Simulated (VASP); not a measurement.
The system is RbBr.

```xyz
2
Lattice="4.1261 0.0000 0.0000 0.0000 4.1261 0.0000 0.0000 0.0000 4.1261" Properties=species:S:1:pos:R:3 pbc="T T T"
Rb    0.0000    0.0000    0.0000
Br    2.0630    2.0630    2.0630
```

* Program: VASP 6.6.1
* Task: relaxation of cell and atoms
* Functional: BLYP
* Potentials or basis: VASP PAW PBE potentials, release 64 (Rb_sv, Br)
* Cutoff: 600 eV
* k mesh: 7 × 7 × 7
* Occupations: fermi-dirac, width 0.05 eV
* Spin: no spin polarisation

At the start: pressure 2.0 GPa; volume 35.12 Å³/atom.

Problem. How do energy, volume and symmetry change on relaxing?

Solution. Over 4 steps the energy falls by 25.6 meV/atom and the volume is 39.76 Å³/atom (+13.2 %); space group Pm-3m (No. 221, to 0.1 Å) before and after.

Step by step:
```tsv
step	energy change (eV)	largest force (eV/Å)	pressure (GPa)	volume (Å³)
1	0.0000	0.0000	2.00	70.24
2	-0.0396	0.0000	0.84	74.80
3	-0.0509	0.0000	-0.12	80.25
4	-0.0512	0.0000	-0.01	79.53
```

Final structure:
```cif
data_structure
_symmetry_space_group_name_H-M 'P 1'
_symmetry_Int_Tables_number 1
_cell_length_a 4.3004
_cell_length_b 4.3004
_cell_length_c 4.3004
_cell_angle_alpha 90.000
_cell_angle_beta 90.000
_cell_angle_gamma 90.000
_cell_volume 79.53
loop_
_atom_site_label
_atom_site_type_symbol
_atom_site_fract_x
_atom_site_fract_y
_atom_site_fract_z
_atom_site_occupancy
Rb1 Rb 0.00000 0.00000 0.00000 1
Br1 Br 0.50000 0.50000 0.50000 1
```

Caveat: the PAW data sets were made with another functional, which shifts forces and pressure a little.
